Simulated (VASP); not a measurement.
Runs of VASP 6.6.1 on SrO (lda). The structure is that of space group Fm-3m (No. 225), or close to it. The cells are those of the table. 

| task | cell | smearing | gap on the mesh (eV) | pressure (GPa) |
| --- | --- | --- | --- | --- |
| relaxation of cell and atoms | relaxed from a = 3.649 Å, angles 60.0°, 2 atoms | gaussian 0.02 eV | (a) | 0.0 |
| single point | a = 3.649 Å, angles 60.0°, 2 atoms | gaussian 0.1 eV | 3.11 | -4.6 |
| single point | a = 3.581 Å, angles 60.0°, 2 atoms | gaussian 0.01 eV | 3.06 | 0.7 |
| single point | a = 3.581 Å, angles 60.0°, 2 atoms | gaussian 0.02 eV | 3.06 | 0.7 |

Alike in all rows: level LDA; potentials or basis VASP PAW LDA potentials, release 64 (Sr_sv, O); no spin polarisation; k mesh 6 × 6 × 6; cutoff (eV) 600.

**Question.** Estimate the missing entries.

**Answer.** (a) 3.07.

A k mesh can miss the band edges, and the runs leave out spin-orbit coupling on Sr.
